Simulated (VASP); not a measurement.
Wanted: the native input for a VASP 6.6.1 run.

```
Task                   : single point
Functional             : PBE
Potentials or basis    : VASP PAW PBE potentials, release 64 (Ti_sv)
Cutoff                 : 520 eV
k mesh                 : 8 × 8 × 8
Occupations            : gaussian, width 0.1 eV
Spin                   : no spin polarisation
Dipole correction      : no
Further INCAR settings : ALGO = Fast; EDIFF = 1e-07; NBANDS = 12
```

The structure of Ti lies in POSCAR:

```
Ti
1.0
    0.0000000000      2.0518333520      2.0567067396
    2.0604622577      0.0000000000      2.0567067396
    2.0604622577      2.0518333520      0.0000000000
Ti
1
Direct
    0.5000000000      0.5000000000      0.5000000000
```

The cell was built from a structure type or drawn by symmetry, and may not be a known phase.

These files were run (other wordings do the same):

INCAR

```
PREC = Accurate
ENCUT = 520
EDIFF = 1E-7
ISMEAR = 0
SIGMA = 0.1
LREAL = False
LASPH = True
NELM = 100
ALGO = Fast
ISIF = 2
LWAVE = False
LCHARG = False
GGA = PE
NBANDS = 12
```

KPOINTS

```
Automatic mesh
0
Gamma
  8 8 8
```

Potentials or basis: VASP PAW PBE potentials, release 64 (Ti_sv).

Run with:

```sh
$ cat potpaw_PBE.64/Ti_sv/POTCAR > POTCAR
$ mpirun -np 1 vasp_std > vasp.out
```

Results of the run:

The pressure is -0.2 GPa and the band gap on the k mesh is zero (bands 6 and 7 overlap by 1.23 eV).

Run time: 110 s on 1 thread of AMD EPYC 7R13 (shared host), peak memory 0.12 GiB.
